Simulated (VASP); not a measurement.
Write the native input for VASP 6.6.1 that does the following.

| Item | Value |
| --- | --- |
| Task | single point |
| Functional | PBEsol |
| Potentials or basis | VASP PAW PBE potentials, release 64 (Cu) |
| Cutoff | 520 eV |
| k mesh | 18 × 18 × 6 |
| Occupations | gaussian, width 0.1 eV |
| Spin | no spin polarisation |
| Dipole correction | no |
| Further INCAR settings | ALGO = Fast; EDIFF = 1e-07; NBANDS = 30 |

The structure of Cu lies in POSCAR:

```
Cu
1.0
    2.4838492864      0.0000000000      0.0000000000
   -1.2419246432      2.1510765812      0.0000000000
    0.0000000000      0.0000000000      8.1192816033
Cu
4
Direct
    0.0000000000      0.0000000000      0.0000000000
    0.3333333333      0.6666666667      0.2500000000
    0.0000000000      0.0000000000      0.5000000000
    0.6666666667      0.3333333333      0.7500000000
```

This isn't the form of Cu at room conditions, which is fcc.

These files were run (other wordings do the same):

INCAR

```
ALGO = Fast ; EDIFF = 1E-7
ENCUT = 520 ; GGA = PS
ISIF = 2 ; ISMEAR = 0
LASPH = T ; LCHARG = F
LREAL = F ; LWAVE = F
NBANDS = 30 ; NELM = 100
PREC = Accurate ; SIGMA = 0.1
```

KPOINTS

```
k-points
0
Gamma
  18 18 6
```

Potentials or basis: VASP PAW PBE potentials, release 64 (Cu).

Command:

```console
$ cat potpaw_PBE.64/Cu/POTCAR > POTCAR
$ mpirun -np 1 vasp_std > vasp.out
```

Results of the run:

```
Pressure               : 8.7 GPa
Band gap on the k mesh : zero (bands 22 and 23 overlap by 5.39 eV)
```

Caveat: the cell stands under pressure; the PAW data sets were made with another functional, which shifts forces and pressure a little.

Wall time 3.4 min on 1 thread of Intel Xeon 8259CL (shared host), peak memory 0.25 GiB.
